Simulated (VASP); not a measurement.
# Si (a cell with a defect) in VASP: further runs, part 2 of 2

VASP 6.6.1.

### 3 Single point, LDA

INCAR

```
SYSTEM = Si
PREC = Accurate
ENCUT = 520
EDIFF = 1E-6
ISMEAR = 0
SIGMA = 0.02
LREAL = Auto
LASPH = .TRUE.
NELM = 100
ALGO = Normal
ISIF = 2
LWAVE = .FALSE.
LCHARG = .FALSE.
GGA = CA
NELECT = 126.0
NBANDS = 83
```

KPOINTS

```
Automatic mesh
0
Gamma
  2 2 2
  0.5 0.5 0.5
```

POSCAR

```
Si
1.0
   -5.4019422754     -5.4019422754      5.4019422754
    5.4019422754     -5.4019422754     -5.4019422754
    5.4019422754      5.4019422754      5.4019422754
Si
31
Direct
    0.2499883248      0.7500008874      0.5662189346
    0.0030325204      0.7499998692     -0.0091553181
    0.4939266960      0.4998794623      0.7491386049
    0.2500014682      0.5030254604     -0.0091500422
    0.0144155557      0.5144180294      0.2707569658
    0.7484311742      0.7500000543      0.2507981261
    0.4855784950      0.7500002394      0.5063456551
   -0.0001203271     -0.0060728157      0.7491348100
    0.7515694898      0.2515691451      0.7523677212
    0.5001183579      0.2440408344     -0.0007449173
    0.2500003575      0.2484309220      0.2507986815
    0.0060774437      0.2559590476      0.5052143953
    0.7559519876      0.5060725126      0.5052074533
    0.7440477508      0.0001206973     -0.0007408446
    0.4969755994     -0.0030260412      0.2378235336
    0.2499977658     -0.0144174995      0.5063386205
    0.0283059300      0.7499996841      0.7436952850
    0.5015094316      0.5022135302      0.5014115964
    0.2500048003      0.5283106250      0.7437125010
    0.0047226532      0.5047209616      0.0080208188
    0.7510206132      0.7499999618     -0.0020386186
    0.4952776915      0.7499998692      0.2533025031
    0.0022125375      0.0015126041      0.5014085419
    0.7489835681      0.2489830382      0.4969462581
    0.4977863263      0.2492952407      0.7491963619
    0.2500004501      0.2510164735     -0.0020367674
   -0.0015087166      0.2507051040      0.2499015042
    0.7506998952      0.4984874630      0.2498960432
    0.7492963260     -0.0022134631      0.7491980280
    0.4716945073     -0.0283106505     -0.0345990369
    0.2500015608     -0.0047209871      0.2532993561
```

Potentials or basis: VASP PAW LDA potentials, release 64 (Si).

Launch:

```console
$ cat potpaw_LDA.64/Si/POTCAR > POTCAR
$ mpirun -np 1 vasp_std > vasp.out
```

OUTCAR:

```text
SYSTEM = Si
   PREC = Accurate
   ENCUT = 520
   EDIFF = 1E-6
   ISMEAR = 0
   LREAL = Auto
   LASPH = .TRUE.
   NELM = 100
   ISIF = 2
   GGA = CA
   NELECT = 126.0

 ion  position               nearest neighbor table
   1  0.250  0.750  0.566-  16 2.45   5 2.45   7 2.45  17 3.06  30 3.06  19 3.06
   2  0.003  0.750  0.991-  31 2.36  20 2.36  21 2.38  17 2.40
   3  0.494  0.500  0.749-  18 2.35  25 2.36  21 2.36  19 2.37
   4  0.250  0.503  0.991-  20 2.36  22 2.36  26 2.38  19 2.40
   5  0.014  0.514  0.271-  28 2.36  27 2.36  20 2.40   1 2.45
   6  0.748  0.750  0.251-  23 2.36  28 2.36  21 2.37  22 2.38
   7  0.486  0.750  0.506-  29 2.36  18 2.36  22 2.40   1 2.45
[... 22 lines left out ...]
  30  0.472  0.972  0.965-  14 2.37  10 2.37  15 2.40   1 3.06
  31  0.250  0.995  0.253-  15 2.36   2 2.36  11 2.38  16 2.40

  LATTYP: Found a body centered cubic cell.
 ALAT       =    10.8038845508

  Lattice vectors:

 A1 = (  -5.4019422754,  -5.4019422754,   5.4019422754)
 A2 = (   5.4019422754,  -5.4019422754,  -5.4019422754)
 A3 = (   5.4019422754,   5.4019422754,   5.4019422754)

Analysis of symmetry for initial positions (statically):
=====================================================================
 Subroutine PRICEL returns:
 Original cell was already a primitive cell.

 Routine SETGRP: Setting up the symmetry group for a
 body centered cubic supercell.

 Subroutine GETGRP returns: Found  2 space group operations
 (whereof  1 operations were pure point group operations)
 out of a pool of 48 trial point group operations.

The static configuration has the point symmetry C_1 .
 The point group associated with its full space group is C_1h.

Analysis of symmetry for dynamics (positions and initial velocities):
=====================================================================
 Subroutine PRICEL returns:
 Original cell was already a primitive cell.

 Routine SETGRP: Setting up the symmetry group for a
 body centered cubic supercell.

 Subroutine GETGRP returns: Found  2 space group operations
 (whereof  1 operations were pure point group operations)
[... 166 lines left out ...]
   AEXX    =    0.0000 exact exchange contribution
   IVDW    =     0    specifies the selected vdW correction
   LEPSILON=     F    determine dielectric tensor
   LRPA    =     F    only Hartree local field effects (RPA)
 non-spin polarized calculation
 Gauss-broadening in eV      SIGMA  =   0.02
  energy-cutoff  :      520.00
  volume of cell :      630.54
 maximum number of plane-waves:     17028
 NGX is ok and might be reduce to    70
   NGX = 35   NGY = 35   NGZ = 35

 number of electron     125.9999994 magnetization

 Free energy of the ion-electron system (eV)
  ---------------------------------------------------
  ext. energy  EPLUGINS =         0.00000000
  ---------------------------------------------------
  free energy    TOTEN  =      -169.14713049 eV

  energy without entropy =     -169.13941738  energy(sigma->0) =     -169.14327393

 E-fermi :   5.8643     XC(G=0):  -9.6320

 val. band max:        5.8582158120   @ k =   0.2500  -0.2500   0.2500
 cond. band min:       5.9591109423   @ k =   0.2500   0.2500   0.2500
 fundamental gap:      0.1008951303
 Fermi energy:         5.8643059945

 k-point     1 :       0.2500    0.2500    0.2500
  band No.  band energies     occupation
      1      -5.5116      2.00000
      2      -5.5116      2.00000
      3      -5.4860      2.00000
      4      -5.2878      2.00000
      5      -3.6433      2.00000
      6      -3.6433      2.00000
[... 223 lines left out ...]
     74       8.0230      0.00000
     75       8.0969      0.00000
 [bands above 75 left out]

------------------------ aborting loop because EDIFF is reached ----------------------------------------

  FORCE on cell =-STRESS in cart. coord.  units (eV):
  Direction    XX          YY          ZZ          XY          YZ          ZX
  --------------------------------------------------------------------------------------
  -------------------------------------------------------------------------------------
  Total        7.4001379      7.4001379      7.4079714     -2.1818981     -2.1830401     -2.1830401
  in kB       18.8035819     18.8035819     18.8234866     -5.5441534     -5.5470553     -5.5470552
  external PRESSURE =      18.8102168 kB  Pullay stress =       0.0000000 kB

 VOLUME and BASIS-vectors are now :
 -----------------------------------------------------------------------------
  energy-cutoff  :      520.00
  volume of cell :      630.54
      direct lattice vectors                 reciprocal lattice vectors
    -5.401942275 -5.401942275  5.401942275     0.000000000 -0.092559301  0.092559301
     5.401942275 -5.401942275 -5.401942275     0.092559301 -0.092559301  0.000000000
     5.401942275  5.401942275  5.401942275     0.092559301  0.000000000  0.092559301

 POSITION                                       TOTAL-FORCE (eV/Angst)
 -----------------------------------------------------------------------------------
      5.75972     -2.34320      0.35764        -0.113026     -0.113026     -0.113147
      9.38756      1.28465      1.31741         0.020495      0.020495     -0.002835
      4.07896     -1.32168      4.01465         0.016237      0.005600     -0.005015
      6.71934      1.28471      3.98569        -0.001484      0.020695      0.020761
      4.16360     -1.39412     -1.23837        -0.034090     -0.011542     -0.033649
      1.36327     -6.73964      1.34632         0.000507      0.000507     -0.002219
[... 23 lines left out ...]
      7.91598     -2.58204      2.51410         0.023339      0.057299      0.023185
      5.39425     -5.35863     -2.65764         0.003155     -0.009828     -0.009400
 -----------------------------------------------------------------------------------
    total drift:                                0.001059      0.007587      0.003318

  FREE ENERGIE OF THE ION-ELECTRON SYSTEM (eV)
  ---------------------------------------------------
  free  energy   TOTEN  =      -169.1471304921 eV

  energy  without entropy=     -169.1394173761  energy(sigma->0) =     -169.14327393
```

stdout:

```text
POSCAR found type information on POSCAR Si
 POSCAR found :  1 types and      31 ions
 scaLAPACK will be used
 LDA part: xc-table for (Slater(with rela. corr.)+CA(PZ))
 , standard interpolation
 POSCAR, INCAR and KPOINTS ok, starting setup
 FFT: planning ... GRIDC
 FFT: planning ... GRID_SOFT
 FFT: planning ... GRID
 WAVECAR not read
 entering main loop
 the old and the new charge density differ
 old charge density:   124.00000 new  126.00000
    0.190E+01
```

Run time: 6.8 min. Hardware: 1 thread of Oxide Virtual Turin-like, shared host; peak memory 0.48 GiB.

Results:

* Free energy: -169.1471 eV
* Largest force: 0.196 eV/Å

Forces in eV/Å, atoms in the order of the input:
```
Si  -0.113 -0.113 -0.113
Si   0.020  0.020 -0.003
Si   0.016  0.006 -0.005
Si  -0.001  0.021  0.021
Si  -0.034 -0.012 -0.034
Si   0.001  0.001 -0.002
Si  -0.034 -0.034 -0.012
Si  -0.005  0.005  0.016
Si   0.000 -0.002  0.000
Si  -0.005  0.016  0.006
Si  -0.002  0.000  0.000
Si   0.016 -0.005  0.006
Si   0.005 -0.005  0.016
Si   0.006  0.016 -0.005
Si   0.021 -0.001  0.021
Si  -0.012 -0.034 -0.034
Si   0.023  0.023  0.057
Si   0.002  0.003  0.002
Si   0.057  0.023  0.023
Si  -0.010  0.003 -0.009
Si   0.007  0.007  0.006
Si  -0.010 -0.010  0.004
Si   0.002  0.003  0.001
Si   0.008  0.006  0.008
Si   0.002  0.002  0.003
Si   0.006  0.008  0.008
Si   0.002  0.002  0.003
Si   0.003  0.002  0.001
Si   0.003  0.002  0.002
Si   0.023  0.057  0.023
Si   0.003 -0.010 -0.009
```

Caveat: the k points lie up to 0.41 Å⁻¹ apart; the cell carries a net charge on a neutralising background, which shifts energy and pressure; the cell is charged against a uniform background, so pressure and absolute levels hang on convention.
